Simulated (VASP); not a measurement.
# BeTe (P4_12_12) in VASP: further runs

BeTe is run at these levels: PBE; tasks: single point, relaxation of cell and atoms.

Everything below comes from runs of VASP 6.6.1. Logs are shortened: lines on timing, memory, paths and dates and some standing lists are left out, and cuts for length are marked.

**1. The cell of the first run**

It takes space group P4_12_12 (No. 92, tetragonal). Conventional cell: a = 6.871 Å, b = 6.871 Å, c = 3.852 Å, α = 90.00°, β = 90.00°, γ = 90.00°. Within 3.2 Å of Be (site symmetry 2) lie 4 Te at 2.46 to 2.54 Å. Within 3.2 Å of Te (site symmetry 2) lie 4 Be at 2.46 to 2.54 Å.

**2. Single point, PBE**

File INCAR:

```
ALGO     = Normal         # electronic algorithm
EDIFF    = 1E-7           # SCF threshold, eV
ENCUT    = 520            # plane-wave cutoff, eV
GGA      = PE             # functional
ISIF     = 2              # what is computed and relaxed
ISMEAR   = 0              # smearing method
LASPH    = T              # aspherical terms in the spheres
LCHARG   = T              # write CHGCAR
LELF     = T              # ELF
LREAL    = F              # projectors in reciprocal space
LVHAR    = T            
LWAVE    = F              # write WAVECAR
NBANDS   = 26             # bands
NELM     = 100            # most SCF steps
PREC     = Accurate       # precision mode
SIGMA    = 0.02           # smearing width, eV
```

File KPOINTS:

```
k-points
0
Gamma
  4 4 8
```

File POSCAR:

```
BeTe
1.0
    6.8708720402      0.0000000000      0.0000000000
    0.0000000000      6.8708720402      0.0000000000
    0.0000000000      0.0000000000      3.8524337869
Be Te
4 4
Direct
    0.6699036790      0.6699036790      0.5000000000
    0.1699036790      0.8300963210      0.2500000000
    0.3300963210      0.3300963210      0.0000000000
    0.8300963210      0.1699036790      0.7500000000
    0.8274316958      0.8274316958      0.0000000000
    0.3274316958      0.6725683042      0.7500000000
    0.1725683042      0.1725683042      0.5000000000
    0.6725683042      0.3274316958      0.2500000000
```

Potentials or basis: VASP PAW PBE potentials, release 64 (Be, Te).

Started as:

```sh
$ cat potpaw_PBE.64/Be/POTCAR potpaw_PBE.64/Te/POTCAR > POTCAR
$ mpirun -np 1 vasp_std > vasp.out
```

OUTCAR:

```text
EDIFF = 1E-7
   ENCUT = 520
   GGA = PE
   ISIF = 2
   ISMEAR = 0
   LASPH = T
   LREAL = F
   NELM = 100
   PREC = Accurate

 ion  position               nearest neighbor table
   1  0.670  0.670  0.500-   5 2.46   5 2.46   8 2.54   6 2.54
   2  0.170  0.830  0.250-   6 2.46   6 2.46   7 2.54   5 2.54
   3  0.330  0.330  0.000-   7 2.46   7 2.46   8 2.54   6 2.54
   4  0.830  0.170  0.750-   8 2.46   8 2.46   5 2.54   7 2.54
   5  0.827  0.827  0.000-   1 2.46   1 2.46   4 2.54   2 2.54
   6  0.327  0.673  0.750-   2 2.46   2 2.46   3 2.54   1 2.54
   7  0.173  0.173  0.500-   3 2.46   3 2.46   4 2.54   2 2.54
   8  0.673  0.327  0.250-   4 2.46   4 2.46   1 2.54   3 2.54

  LATTYP: Found a simple tetragonal cell.
 ALAT       =     6.8708720402
 C/A-ratio  =     0.5606906612

  Lattice vectors:

 A1 = (   6.8708720402,   0.0000000000,   0.0000000000)
 A2 = (   0.0000000000,   6.8708720402,   0.0000000000)
 A3 = (   0.0000000000,   0.0000000000,   3.8524337869)

Analysis of symmetry for initial positions (statically):
=====================================================================
 Subroutine PRICEL returns:
 Original cell was already a primitive cell.

 Routine SETGRP: Setting up the symmetry group for a
 simple tetragonal supercell.

 Subroutine GETGRP returns: Found  8 space group operations
 (whereof  2 operations were pure point group operations)
 out of a pool of 16 trial point group operations.

The static configuration has the point symmetry C_2 .
 The point group associated with its full space group is D_4 .

Analysis of symmetry for dynamics (positions and initial velocities):
=====================================================================
 Subroutine PRICEL returns:
 Original cell was already a primitive cell.

 Routine SETGRP: Setting up the symmetry group for a
 simple tetragonal supercell.

 Subroutine GETGRP returns: Found  8 space group operations
 (whereof  2 operations were pure point group operations)
 out of a pool of 16 trial point group operations.

The dynamic configuration has the point symmetry C_2 .
 The point group associated with its full space group is D_4 .

 Subroutine INISYM returns: Found  8 space group operations
 (whereof  2 operations are pure point group operations),
 and found     1 'primitive' translations

----------------------------------------------------------------------------------------

                                     Primitive cell

  volume of cell :     181.8691

  direct lattice vectors                    reciprocal lattice vectors
     6.870872040  0.000000000  0.000000000     0.145541933  0.000000000  0.000000000
     0.000000000  6.870872040  0.000000000     0.000000000  0.145541933  0.000000000
     0.000000000  0.000000000  3.852433787     0.000000000  0.000000000  0.259576168

  length of vectors
     6.870872040  6.870872040  3.852433787     0.145541933  0.145541933  0.259576168

  position of ions in fractional coordinates (direct lattice)
     0.669903679  0.669903679  0.500000000
     0.169903679  0.830096321  0.250000000
     0.330096321  0.330096321  0.000000000
     0.830096321  0.169903679  0.750000000
     0.827431696  0.827431696  0.000000000
     0.327431696  0.672568304  0.750000000
     0.172568304  0.172568304  0.500000000
     0.672568304  0.327431696  0.250000000

  ion indices of the primitive-cell ions
   primitive index   ion index
                 1           1
                 2           2
                 3           3
                 4           4
                 5           5
                 6           6
                 7           7
                 8           8

----------------------------------------------------------------------------------------

 KPOINTS: k-points

Automatic generation of k-mesh.
 Grid dimensions read from file:
 generate k-points for:    4    4    8

 Generating k-lattice:

  Cartesian coordinates                     Fractional coordinates (reciprocal lattice)
     0.036385483  0.000000000  0.000000000     0.250000000  0.000000000  0.000000000
     0.000000000  0.036385483  0.000000000     0.000000000  0.250000000  0.000000000
     0.000000000  0.000000000  0.032447021     0.000000000  0.000000000  0.125000000

  Length of vectors
     0.036385483  0.036385483  0.032447021

  Shift w.r.t. Gamma in fractional coordinates (k-lattice)
     0.000000000  0.000000000  0.000000000

 Subroutine IBZKPT returns following result:
 ===========================================

 Found     30 irreducible k-points:

 Following reciprocal coordinates:
            Coordinates               Weight
  0.000000  0.000000  0.000000      1.000000
  0.250000  0.000000  0.000000      4.000000
  0.500000  0.000000  0.000000      2.000000
  0.250000  0.250000  0.000000      4.000000
  0.500000  0.250000  0.000000      4.000000
  0.500000  0.500000  0.000000      1.000000
[... 16 lines left out ...]
  0.500000  0.250000  0.375000      8.000000
[... 33 lines left out ...]
   EMIN   =  10.00;   EMAX   =-10.00  energy-range for DOS
   EFERMI =   0.00;   METHOD = LEGACY
   ISMEAR =     0;   SIGMA  =   0.02  broadening in eV -4-tet -1-fermi 0-gaus
   EFERMI_NEDOS =   21; number of points for ismear=-14 and -15
   IALGO  =     38    algorithm
   IMIX   =      4    mixing-type and parameters
     AMIX     =   0.40;   BMIX     =  1.00
     AMIX_MAG =   1.60;   BMIX_MAG =  1.00
  volume/ion in A,a.u.               =      22.73       153.41
  Fermi-wavevector in a.u.,A,eV,Ry     =   0.917357  1.733554 11.449907  0.841544
  Thomas-Fermi vector in A             =   2.042317
   LORBIT       =      0    0 simple, 1 ext, 2 COOP (PROOUT), +10 PAW based schemes
   GGA     = PE    functional components
   LHFCALC =     F    Hartree Fock is set to
   AEXX    =    0.0000 exact exchange contribution
   IVDW    =     0    specifies the selected vdW correction
   LEPSILON=     F    determine dielectric tensor
   LRPA    =     F    only Hartree local field effects (RPA)
 non-spin polarized calculation
 Gauss-broadening in eV      SIGMA  =   0.02
  energy-cutoff  :      520.00
  volume of cell :      181.87
 maximum number of plane-waves:      4920
 NGX is ok and might be reduce to    54
   NGX = 25   NGY = 25   NGZ = 15

 number of electron      31.9999998 magnetization

 Free energy of the ion-electron system (eV)
  ---------------------------------------------------
  ext. energy  EPLUGINS =         0.00000000
  ---------------------------------------------------
  free energy    TOTEN  =       -28.23100069 eV

  energy without entropy =      -28.23100069  energy(sigma->0) =      -28.23100069

 E-fermi :   5.2866     XC(G=0):  -9.0263

 val. band max:        5.1802460666   @ k =   0.0000   0.0000   0.1250
 cond. band min:       6.4971773770   @ k =   0.0000   0.0000   0.5000
 fundamental gap:      1.3169313104
 Fermi energy:         5.2866396509

 k-point     1 :       0.0000    0.0000    0.0000
  band No.  band energies     occupation
      1      -7.3482      2.00000
      2      -5.9439      2.00000
      3      -5.9439      2.00000
      4      -5.7133      2.00000
      5      -0.7152      2.00000
      6       0.5516      2.00000
[... 18 lines left out ...]
     25       9.9174      0.00000
     26       9.9178      0.00000

 k-point     2 :       0.2500    0.0000    0.0000
  band No.  band energies     occupation
      1      -7.2175      2.00000
      2      -6.3347      2.00000
      3      -5.8662      2.00000
      4      -5.5952      2.00000
      5      -0.6739      2.00000
      6       0.2306      2.00000
[... 18 lines left out ...]
     25       9.7213      0.00000
     26      10.1337      0.00000

 k-point     3 :       0.5000    0.0000    0.0000
  band No.  band energies     occupation
      1      -6.8494      2.00000
      2      -6.8494      2.00000
      3      -5.6902      2.00000
      4      -5.6902      2.00000
      5      -0.3617      2.00000
      6      -0.3617      2.00000
[... 572 lines left out ...]
 k-point    23 :       0.5000    0.2500    0.3750
  band No.  band energies     occupation
      1      -6.0319      2.00000
      2      -6.0319      2.00000
      3      -5.4083      2.00000
      4      -5.4083      2.00000
      5      -0.2184      2.00000
      6      -0.2184      2.00000
[... 18 lines left out ...]
     25      10.1804      0.00000
     26      10.1804      0.00000

 k-point    24 :       0.5000    0.5000    0.3750
  band No.  band energies     occupation
      1      -5.8850      2.00000
      2      -5.8850      2.00000
      3      -5.5895      2.00000
      4      -5.5895      2.00000
      5      -0.1100      2.00000
      6      -0.1100      2.00000
[... 18 lines left out ...]
     25      10.5366      0.00000
     26      10.5366      0.00000

 [... further k-points ...]
[... 5 lines left out ...]
  --------------------------------------------------------------------------------------
  -------------------------------------------------------------------------------------
  Total        0.0897610      0.0897610      0.1495581      0.0000000      0.0000000      0.0000000
  in kB        0.7907502      0.7907502      1.3175337      0.0000000      0.0000000      0.0000000
  external PRESSURE =       0.9663447 kB  Pullay stress =       0.0000000 kB

 VOLUME and BASIS-vectors are now :
 -----------------------------------------------------------------------------
  energy-cutoff  :      520.00
  volume of cell :      181.87
      direct lattice vectors                 reciprocal lattice vectors
     6.870872040  0.000000000  0.000000000     0.145541933  0.000000000  0.000000000
     0.000000000  6.870872040  0.000000000     0.000000000  0.145541933  0.000000000
     0.000000000  0.000000000  3.852433787     0.000000000  0.000000000  0.259576168

 POSITION                                       TOTAL-FORCE (eV/Angst)
 -----------------------------------------------------------------------------------
      4.60282      4.60282      1.92622        -0.007346     -0.007346      0.000000
      1.16739      5.70349      0.96311        -0.007346      0.007346     -0.000000
      2.26805      2.26805      0.00000         0.007346      0.007346      0.000000
      5.70349      1.16739      2.88933         0.007346     -0.007346      0.000000
      5.68518      5.68518      0.00000         0.004793      0.004793      0.000000
      2.24974      4.62113      2.88933         0.004793     -0.004793     -0.000000
      1.18569      1.18569      1.92622        -0.004793     -0.004793      0.000000
      4.62113      2.24974      0.96311        -0.004793      0.004793     -0.000000
 -----------------------------------------------------------------------------------
    total drift:                               -0.000000      0.000000      0.000000

  FREE ENERGIE OF THE ION-ELECTRON SYSTEM (eV)
  ---------------------------------------------------
  free  energy   TOTEN  =       -28.2310006898 eV

  energy  without entropy=      -28.2310006898  energy(sigma->0) =      -28.23100069
```

Run time: 71 s. Hardware: 1 thread of Intel Xeon 6975P-C (Granite Rapids), shared host; peak memory 0.34 GiB.

What came out:

| Quantity | Value |
| --- | --- |
| Free energy | -28.2310 eV |
| Pressure | 0.1 GPa |
| Largest force | 0.010 eV/Å |
| Band gap on the k mesh | 1.32 eV, indirect (least direct gap 2.28 eV) |

Forces on the atoms (eV/Å):
```
Be  -0.007 -0.007  0.000
Be  -0.007  0.007  0.000
Be   0.007  0.007  0.000
Be   0.007 -0.007  0.000
Te   0.005  0.005  0.000
Te   0.005 -0.005  0.000
Te  -0.005 -0.005  0.000
Te  -0.005  0.005  0.000
```

Caveat: spin-orbit coupling is left out, which moves the levels of the heavy elements.

**3. Relaxation of cell and atoms, PBE**

File INCAR:

```
SYSTEM = BeTe
  ALGO = Normal
  EDIFF = 1E-7
  EDIFFG = -0.01
  ENCUT = 600
  GGA = PE
  IBRION = 2
  ISIF = 3
  ISMEAR = 0
  LASPH = .True.
  LCHARG = .False.
  LREAL = .False.
  LWAVE = .False.
  NELM = 100
  NSW = 100
  PREC = Accurate
  SIGMA = 0.02
```

File KPOINTS:

```
k-points
0
Gamma
  4 4 8
  0 0 0
```

File POSCAR:

```
BeTe
1.0
    6.8640269559      0.0000000000      0.0000000000
    0.0000000000      6.8640269559      0.0000000000
    0.0000000000      0.0000000000      3.8537119046
Be Te
4 4
Direct
    0.6699205033      0.6699205033      0.5000000000
    0.1699205033      0.8300794967      0.2500000000
    0.3300794967      0.3300794967      0.0000000000
    0.8300794967      0.1699205033      0.7500000000
    0.8269629679      0.8269629679      0.0000000000
    0.3269629679      0.6730370321      0.7500000000
    0.1730370321      0.1730370321      0.5000000000
    0.6730370321      0.3269629679      0.2500000000
```

Potentials or basis: VASP PAW PBE potentials, release 64 (Be, Te).

Started as:

```sh
$ cat potpaw_PBE.64/Be/POTCAR potpaw_PBE.64/Te/POTCAR > POTCAR
$ mpirun -np 1 vasp_std > vasp.out
```

Run time: 2.4 min. Hardware: 1 thread of Intel Xeon 6975P-C (Granite Rapids), shared host; peak memory 0.39 GiB.

The run converged. Its results:

- Free energy: -28.2312 eV
- Relaxed volume: 22.78 Å³/atom
- Relaxed cell: a = 6.874 Å, b = 6.874 Å, c = 3.856 Å, α = 90.00°, β = 90.00°, γ = 90.00°
- Space group after relaxing (to 0.05 Å): P4_12_12 (No. 92)
- Energy gained by relaxing: 0.1 meV/atom
- Ionic steps: 4
- Pressure after relaxing: 0.0 GPa
- Largest force after relaxing: 0.007 eV/Å
- Band gap on the k mesh: 1.32 eV, indirect (least direct gap 2.29 eV)

Forces in eV/Å, atoms in the order of the input:
```
Be  -0.002 -0.002  0.000
Be  -0.002  0.002  0.000
Be   0.002  0.002  0.000
Be   0.002 -0.002  0.000
Te   0.005  0.005  0.000
Te   0.005 -0.005  0.000
Te  -0.005 -0.005  0.000
Te  -0.005  0.005  0.000
```

The path:
```
step  energy change (eV)  largest force (eV/Å)  pressure (GPa)  volume (Å³)
   1              0.0000                0.0396            0.18       181.57
   2             -0.0006                0.0189           -0.03       182.22
   3             -0.0006                0.0169           -0.05       182.29
   4             -0.0008                0.0067           -0.02       182.22
```

Final structure:
```cif
data_structure
_symmetry_space_group_name_H-M 'P 1'
_symmetry_Int_Tables_number 1
_cell_length_a 6.8739
_cell_length_b 6.8739
_cell_length_c 3.8564
_cell_angle_alpha 90.000
_cell_angle_beta 90.000
_cell_angle_gamma 90.000
_cell_volume 182.22
loop_
_atom_site_label
_atom_site_type_symbol
_atom_site_fract_x
_atom_site_fract_y
_atom_site_fract_z
_atom_site_occupancy
Be1 Be 0.66969 0.66969 0.50000 1
Be2 Be 0.16969 0.83031 0.25000 1
Be3 Be 0.33031 0.33031 0.00000 1
Be4 Be 0.83031 0.16969 0.75000 1
Te1 Te 0.82730 0.82730 0.00000 1
Te2 Te 0.32730 0.67270 0.75000 1
Te3 Te 0.17270 0.17270 0.50000 1
Te4 Te 0.67270 0.32730 0.25000 1
```

Levels at points of the mesh, in eV from the valence-band top:
| k point | band 13 | band 14 | band 15 | band 16 | band 17 | band 18 | band 19 | band 20 |
| --- | --- | --- | --- | --- | --- | --- | --- | --- |
| (0.00, 0.00, 0.00) | -0.91 | -0.39 | -0.39 | -0.28 | 2.65 | 2.97 | 2.97 | 3.36 |
| (0.50, 0.00, 0.00) | -1.07 | -1.07 | -0.78 | -0.78 | 2.81 | 2.81 | 3.30 | 3.30 |
| (0.50, 0.50, 0.00) | -0.92 | -0.92 | -0.88 | -0.88 | 2.38 | 2.38 | 2.98 | 2.98 |
| (0.00, 0.00, 0.50) | -1.99 | -1.99 | -1.63 | -1.63 | 1.32 | 1.32 | 3.50 | 3.50 |
| (0.50, 0.00, 0.50) | -1.61 | -1.61 | -0.93 | -0.93 | 2.22 | 2.22 | 2.62 | 2.62 |
| (0.50, 0.50, 0.50) | -1.50 | -1.50 | -1.50 | -1.50 | 1.90 | 1.90 | 1.90 | 1.90 |

Caveat: spin-orbit coupling is left out, which moves the levels of the heavy elements. A k mesh can miss the band edges.

**4. Single point, PBE**

This run uses another cell than the first one, of 17.80 Å³/atom, 0.783 times its volume.

File INCAR:

```
SYSTEM = BeTe
ALGO = Normal ; EDIFF = 1E-6
ENCUT = 520 ; GGA = PE
ISIF = 2 ; ISMEAR = 0
LASPH = .TRUE. ; LCHARG = .FALSE.
LREAL = .FALSE. ; LWAVE = .FALSE.
NBANDS = 26 ; NELM = 100
PREC = Accurate ; SIGMA = 0.1
```

File KPOINTS:

```
k-points
0
G
  4 4 6
  0 0 0
```

File POSCAR:

```
BeTe
1.0
    6.3890996900      0.0000000000      0.0000000000
    0.0000000000      6.3890996900      0.0000000000
    0.0000000000      0.0000000000      3.4878910400
Be Te
4 4
Direct
    0.6692432600      0.6692432600      0.5000000000
    0.1692432600      0.8307567400      0.2500000000
    0.3307567400      0.3307567400      0.0000000000
    0.8307567400      0.1692432600      0.7500000000
    0.8307567400      0.8307567400      0.0000000000
    0.3307567400      0.6692432600      0.7500000000
    0.1692432600      0.1692432600      0.5000000000
    0.6692432600      0.3307567400      0.2500000000
```

Started as:

```sh
$ cat potpaw_PBE.64/Be/POTCAR potpaw_PBE.64/Te/POTCAR > POTCAR
$ mpirun -np 1 vasp_std > vasp.out
```

Run time: 33 s. Hardware: 1 thread of Intel Xeon 6975P-C (Granite Rapids), shared host; peak memory 0.27 GiB.

The run converged. Its results:

* Free energy: -25.8207 eV
* Pressure: 22.9 GPa
* Largest force: 0.358 eV/Å
* Band gap on the k mesh: 0.39 eV, indirect (least direct gap 1.89 eV)

Forces on the atoms (eV/Å):
```
Be   0.016  0.016  0.000
Be   0.016 -0.016  0.000
Be  -0.016 -0.016  0.000
Be  -0.016  0.016  0.000
Te  -0.253 -0.253  0.000
Te  -0.253  0.253  0.000
Te   0.253  0.253  0.000
Te   0.253 -0.253  0.000
```

Stress tensor (GPa, compression positive):
```
19.75  0.00  0.00
 0.00 19.75  0.00
 0.00  0.00 29.29
```

Levels at points of the mesh, in eV from the valence-band top:
| k point | band 13 | band 14 | band 15 | band 16 | band 17 | band 18 | band 19 | band 20 |
| --- | --- | --- | --- | --- | --- | --- | --- | --- |
| (0.00, 0.00, 0.00) | -0.92 | -0.62 | -0.62 | -0.59 | 2.84 | 2.84 | 3.68 | 3.68 |
| (0.50, 0.00, 0.00) | -1.43 | -1.43 | -0.92 | -0.92 | 3.05 | 3.05 | 3.57 | 3.57 |
| (0.50, 0.50, 0.00) | -1.23 | -1.23 | -1.01 | -1.01 | 2.08 | 2.08 | 3.19 | 3.19 |
| (0.00, 0.00, 0.50) | -2.55 | -2.55 | -2.49 | -2.49 | 0.39 | 0.39 | 4.14 | 4.14 |
| (0.50, 0.00, 0.50) | -2.26 | -2.26 | -1.44 | -1.44 | 1.92 | 1.92 | 2.41 | 2.41 |
| (0.50, 0.50, 0.50) | -2.09 | -2.09 | -2.09 | -2.09 | 1.63 | 1.63 | 1.63 | 1.63 |

Caveat: spin-orbit coupling is left out, which moves the levels of the heavy elements. A k mesh can miss the band edges.

**5. The runs side by side**

```tsv
task	cell	k mesh	cutoff (eV)	smearing	gap on the mesh (eV)	pressure (GPa)	largest force (eV/Å)
single point	a = 6.871, b = 6.871, c = 3.852 Å, 8 atoms	4 × 4 × 8	520	gaussian 0.02 eV	1.32	0.1	0.01
relaxation of cell and atoms	relaxed from a = 6.864, b = 6.864, c = 3.854 Å, 8 atoms	4 × 4 × 8	600	gaussian 0.02 eV	1.32	0.0	0.01
single point	a = 6.389, b = 6.389, c = 3.488 Å, 8 atoms	4 × 4 × 6	520	gaussian 0.1 eV	0.39	22.9	0.36
```

Alike in all rows: level PBE; potentials or basis VASP PAW PBE potentials, release 64 (Be, Te); no spin polarisation.

Caveats: spin-orbit coupling is left out, which moves the levels of the heavy elements.

Total energies depend on the potentials used, so only differences within one code and one set of settings carry meaning.
